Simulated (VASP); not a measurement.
# ZnAu (Pm-3m) in VASP: single point with PBE

Aim: the single point of ZnAu with PBE.

All numbers are computed with VASP 6.6.1; they aren't measurements. Logs are shortened: lines on timing, memory, paths and dates and some standing lists are left out, and cuts for length are marked.

### 1 The cell of the first run

The structure is cubic, space group Pm-3m (No. 221). The conventional cell has a = 3.147 Å, b = 3.147 Å, c = 3.147 Å, α = 90.00°, β = 90.00°, γ = 90.00°. Zn (site symmetry m-3m) has 8 Au at 2.73 Å and 6 Zn at 3.15 Å within 3.6 Å. Au (site symmetry m-3m) has 8 Zn at 2.73 Å and 6 Au at 3.15 Å within 3.6 Å.

### 2 Single point, PBE

INCAR

```
SYSTEM = ZnAu
PREC = Accurate
ENCUT = 520
EDIFF = 1E-7
ISMEAR = -1
SIGMA = 0.05
LREAL = .False.
LASPH = .True.
NELM = 100
ALGO = Normal
ISIF = 2
LWAVE = .False.
LCHARG = .True.
GGA = PE
LELF = .True.
LVHAR = .True.
NBANDS = 18
```

KPOINTS

```
regular mesh
0
Gamma
  12 12 12
  0 0 0
```

POSCAR

```
ZnAu
1.0
    3.1470000000      0.0000000000      0.0000000000
    0.0000000000      3.1470000000      0.0000000000
    0.0000000000      0.0000000000      3.1470000000
Zn Au
1 1
Direct
    0.5000000000      0.5000000000      0.5000000000
    0.0000000000      0.0000000000      0.0000000000
```

Potentials or basis: VASP PAW PBE potentials, release 64 (Zn, Au).

Launch:

```bash
$ cat potpaw_PBE.64/Zn/POTCAR potpaw_PBE.64/Au/POTCAR > POTCAR
$ mpirun -np 1 vasp_std > vasp.out
```

OUTCAR:

```text
SYSTEM = ZnAu
   PREC = Accurate
   ENCUT = 520
   EDIFF = 1E-7
   ISMEAR = -1
   LREAL = .False.
   LASPH = .True.
   NELM = 100
   ISIF = 2
   GGA = PE

 ion  position               nearest neighbor table
   1  0.500  0.500  0.500-   2 2.73   2 2.73   2 2.73   2 2.73   2 2.73   2 2.73   2 2.73   2 2.73

   2  0.000  0.000  0.000-   1 2.73   1 2.73   1 2.73   1 2.73   1 2.73   1 2.73   1 2.73   1 2.73

  LATTYP: Found a simple cubic cell.
 ALAT       =     3.1470000000

  Lattice vectors:

 A1 = (   3.1470000000,   0.0000000000,   0.0000000000)
 A2 = (   0.0000000000,   3.1470000000,   0.0000000000)
 A3 = (   0.0000000000,   0.0000000000,   3.1470000000)

Analysis of symmetry for initial positions (statically):
=====================================================================
 Subroutine PRICEL returns:
 Original cell was already a primitive cell.

 Routine SETGRP: Setting up the symmetry group for a
 simple cubic supercell.

 Subroutine GETGRP returns: Found 48 space group operations
 (whereof 48 operations were pure point group operations)
 out of a pool of 48 trial point group operations.

The static configuration has the point symmetry O_h .

Analysis of symmetry for dynamics (positions and initial velocities):
=====================================================================
 Subroutine PRICEL returns:
 Original cell was already a primitive cell.

 Routine SETGRP: Setting up the symmetry group for a
 simple cubic supercell.

 Subroutine GETGRP returns: Found 48 space group operations
 (whereof 48 operations were pure point group operations)
 out of a pool of 48 trial point group operations.

The dynamic configuration has the point symmetry O_h .

 Subroutine INISYM returns: Found 48 space group operations
 (whereof 48 operations are pure point group operations),
 and found     1 'primitive' translations

----------------------------------------------------------------------------------------

                                     Primitive cell

  volume of cell :      31.1667

  direct lattice vectors                    reciprocal lattice vectors
     3.147000000  0.000000000  0.000000000     0.317762949  0.000000000  0.000000000
     0.000000000  3.147000000  0.000000000     0.000000000  0.317762949  0.000000000
     0.000000000  0.000000000  3.147000000     0.000000000  0.000000000  0.317762949

  length of vectors
     3.147000000  3.147000000  3.147000000     0.317762949  0.317762949  0.317762949

  position of ions in fractional coordinates (direct lattice)
     0.500000000  0.500000000  0.500000000
     0.000000000  0.000000000  0.000000000

  ion indices of the primitive-cell ions
   primitive index   ion index
                 1           1
                 2           2

----------------------------------------------------------------------------------------

 KPOINTS: regular mesh

Automatic generation of k-mesh.
 Grid dimensions read from file:
 generate k-points for:   12   12   12

 Generating k-lattice:

  Cartesian coordinates                     Fractional coordinates (reciprocal lattice)
     0.026480246  0.000000000  0.000000000     0.083333333  0.000000000  0.000000000
     0.000000000  0.026480246  0.000000000     0.000000000  0.083333333  0.000000000
     0.000000000  0.000000000  0.026480246     0.000000000  0.000000000  0.083333333

  Length of vectors
     0.026480246  0.026480246  0.026480246

  Shift w.r.t. Gamma in fractional coordinates (k-lattice)
     0.000000000  0.000000000  0.000000000

 Subroutine IBZKPT returns following result:
 ===========================================

 Found     84 irreducible k-points:

 Following reciprocal coordinates:
            Coordinates               Weight
  0.000000  0.000000  0.000000      1.000000
  0.083333  0.000000  0.000000      6.000000
  0.166667  0.000000  0.000000      6.000000
  0.250000  0.000000  0.000000      6.000000
  0.333333  0.000000  0.000000      6.000000
  0.416667  0.000000  0.000000      6.000000
[... 16 lines left out ...]
  0.333333  0.333333  0.000000     12.000000
  0.416667  0.333333  0.000000     24.000000
 [... further k-points ...]
   k-points           NKPTS =     84   k-points in BZ     NKDIM =     84   number of bands    NBANDS=     18
   number of dos      NEDOS =    301   number of ions     NIONS =      2
   total plane-waves  NPLWV =  13824
   dimension x,y,z NGX =    24 NGY =   24 NGZ =   24
   dimension x,y,z NGXF=    48 NGYF=   48 NGZF=   48
   ions per type =               1   1
   NGX,Y,Z   is equivalent  to a cutoff of  12.68, 12.68, 12.68 a.u.
   NGXF,Y,Z  is equivalent  to a cutoff of  25.36, 25.36, 25.36 a.u.
 SYSTEM =  ZnAu
   PREC   = accura    normal or accurate (medium, high low for compatibility)
   ISTART =      0    job   : 0-new  1-cont  2-samecut
   ICHARG =      2    charge: 1-file 2-atom 10-const
   ISPIN  =      1    spin polarized calculation?
   LNONCOLLINEAR =      F non collinear calculations
   LSORBIT =      F    spin-orbit coupling
   LASPH  =      T    aspherical Exc in radial PAW
   ENCUT  =  520.0 eV  38.22 Ry    6.18 a.u.   5.85  5.85  5.85*2*pi/ulx,y,z
   NELM   =    100;   NELMIN=  2; NELMDL= -5     # of ELM steps
   EDIFF  = 0.1E-06   stopping-criterion for ELM
   LREAL  =      F    real-space projection
   EDIFFG = 0.1E-05   stopping-criterion for IOM
   NSW    =      0    number of steps for IOM
   IBRION =     -1    ionic relax: 0-MD 1-quasi-New 2-CG
   NFREE  =      0    steps in history (QN), initial steepest desc. (CG)
   ISIF   =      2    stress and relaxation
   ISYM   =      2    0-nonsym 1-usesym 2-fastsym
   POTIM  = 0.5000    time-step for ionic-motion
   TEBEG  =    0.0;   TEEND  =   0.0 temperature during run
   PSTRESS=    0.0 pullay stress
   NELECT =      23.0000    total number of electrons
   NUPDOWN=      -1.0000    fix difference up-down
   EMIN   =  10.00;   EMAX   =-10.00  energy-range for DOS
   EFERMI =   0.00;   METHOD = LEGACY
   ISMEAR =    -1;   SIGMA  =   0.05  broadening in eV -4-tet -1-fermi 0-gaus
   EFERMI_NEDOS =   21; number of points for ismear=-14 and -15
   IALGO  =     38    algorithm
   IMIX   =      4    mixing-type and parameters
     AMIX     =   0.40;   BMIX     =  1.00
     AMIX_MAG =   1.60;   BMIX_MAG =  1.00
  volume/ion in A,a.u.               =      15.58       105.16
  Fermi-wavevector in a.u.,A,eV,Ry     =   1.479406  2.795672 29.778283  2.188642
  Thomas-Fermi vector in A             =   2.593568
   LORBIT       =      0    0 simple, 1 ext, 2 COOP (PROOUT), +10 PAW based schemes
   GGA     = PE    functional components
   LHFCALC =     F    Hartree Fock is set to
   AEXX    =    0.0000 exact exchange contribution
   IVDW    =     0    specifies the selected vdW correction
   LEPSILON=     F    determine dielectric tensor
   LRPA    =     F    only Hartree local field effects (RPA)
 non-spin polarized calculation
  energy-cutoff  :      520.00
  volume of cell :       31.17
 maximum number of plane-waves:       860
 NGX is ok and might be reduce to    24
   NGX = 11   NGY = 11   NGZ = 11

 number of electron      23.0000000 magnetization

 Free energy of the ion-electron system (eV)
  ---------------------------------------------------
  ext. energy  EPLUGINS =         0.00000000
  ---------------------------------------------------
  free energy    TOTEN  =        -4.73543152 eV

  energy without entropy =       -4.73185141  energy(sigma->0) =       -4.73364147

 E-fermi :   7.1556     XC(G=0): -12.3783

 val. band max:        7.0380064153   @ k =   0.4167   0.4167   0.1667
 cond. band min:       7.1807070828   @ k =   0.5000   0.4167   0.2500
 fundamental gap:      0.1427006675
 Fermi energy:         7.1556062648

 k-point     1 :       0.0000    0.0000    0.0000
  band No.  band energies     occupation
      1      -3.5228      2.00000
      2      -1.0321      2.00000
      3      -1.0321      2.00000
      4      -0.3409      2.00000
      5      -0.3409      2.00000
      6      -0.3409      2.00000
[... 10 lines left out ...]
     17      19.2282      0.00000
     18      25.4019      0.00000

 k-point     2 :       0.0833    0.0000    0.0000
  band No.  band energies     occupation
      1      -3.3993      2.00000
      2      -1.0051      2.00000
      3      -0.9954      2.00000
      4      -0.3423      2.00000
      5      -0.3423      2.00000
      6      -0.3306      2.00000
[... 10 lines left out ...]
     17      19.8032      0.00000
     18      25.2794      0.00000

 k-point     3 :       0.1667    0.0000    0.0000
  band No.  band energies     occupation
      1      -3.0363      2.00000
      2      -0.9287      2.00000
      3      -0.8962      2.00000
      4      -0.3457      2.00000
      5      -0.3457      2.00000
      6      -0.3023      2.00000
[... 10 lines left out ...]
     17      21.5607      0.00000
     18      24.9396      0.00000

 k-point     4 :       0.2500    0.0000    0.0000
  band No.  band energies     occupation
      1      -2.4589      2.00000
      2      -0.8170      2.00000
      3      -0.7629      2.00000
      4      -0.3483      2.00000
      5      -0.3483      2.00000
      6      -0.2629      2.00000
[... 375 lines left out ...]
      4      -0.4578      2.00000
      5      -0.2881      2.00000
      6       0.8227      2.00000
[... 10 lines left out ...]
     17      19.9157      0.00000
     18      21.1899      0.00000

 k-point    23 :       0.3333    0.3333    0.0000
  band No.  band energies     occupation
      1      -1.2047      2.00000
      2      -0.8643      2.00000
      3      -0.5854      2.00000
      4      -0.4338      2.00000
      5      -0.2522      2.00000
      6       0.4073      2.00000
[... 10 lines left out ...]
     17      21.0731      0.00000
     18      21.5685      0.00000

 k-point    24 :       0.4167    0.3333    0.0000
  band No.  band energies     occupation
      1      -1.1473      2.00000
      2      -0.9577      2.00000
      3      -0.6060      2.00000
      4      -0.5203      2.00000
      5      -0.1677      2.00000
      6       0.6415      2.00000
[... 10 lines left out ...]
     17      20.6317      0.00000
     18      21.2165      0.00000

 [... further k-points ...]

------------------------ aborting loop because EDIFF is reached ----------------------------------------

  FORCE on cell =-STRESS in cart. coord.  units (eV):
  Direction    XX          YY          ZZ          XY          YZ          ZX
  --------------------------------------------------------------------------------------
  -------------------------------------------------------------------------------------
  Total        0.9712977      0.9712977      0.9712977     -0.0000000      0.0000000     -0.0000000
  in kB       49.9312815     49.9312815     49.9312815     -0.0000000      0.0000000     -0.0000000
  external PRESSURE =      49.9312815 kB  Pullay stress =       0.0000000 kB

 VOLUME and BASIS-vectors are now :
 -----------------------------------------------------------------------------
  energy-cutoff  :      520.00
  volume of cell :       31.17
      direct lattice vectors                 reciprocal lattice vectors
     3.147000000  0.000000000  0.000000000     0.317762949  0.000000000  0.000000000
     0.000000000  3.147000000  0.000000000     0.000000000  0.317762949  0.000000000
     0.000000000  0.000000000  3.147000000     0.000000000  0.000000000  0.317762949

 POSITION                                       TOTAL-FORCE (eV/Angst)
 -----------------------------------------------------------------------------------
      1.57350      1.57350      1.57350         0.000000      0.000000      0.000000
      0.00000      0.00000      0.00000         0.000000      0.000000      0.000000
 -----------------------------------------------------------------------------------
    total drift:                                0.000000      0.000000     -0.000000

  FREE ENERGIE OF THE ION-ELECTRON SYSTEM (eV)
  ---------------------------------------------------
  free  energy   TOTEN  =        -4.7354315232 eV

  energy  without entropy=       -4.7318514144  energy(sigma->0) =       -4.73364147
```

Run time: 27 s. Hardware: 1 thread of AMD EPYC 9R45 (Zen 5), shared host; peak memory 0.15 GiB.

What came out:

- Free energy: -4.7354 eV
- Pressure: 5.0 GPa

Caveat: spin-orbit coupling is left out, which moves the levels of the heavy elements.
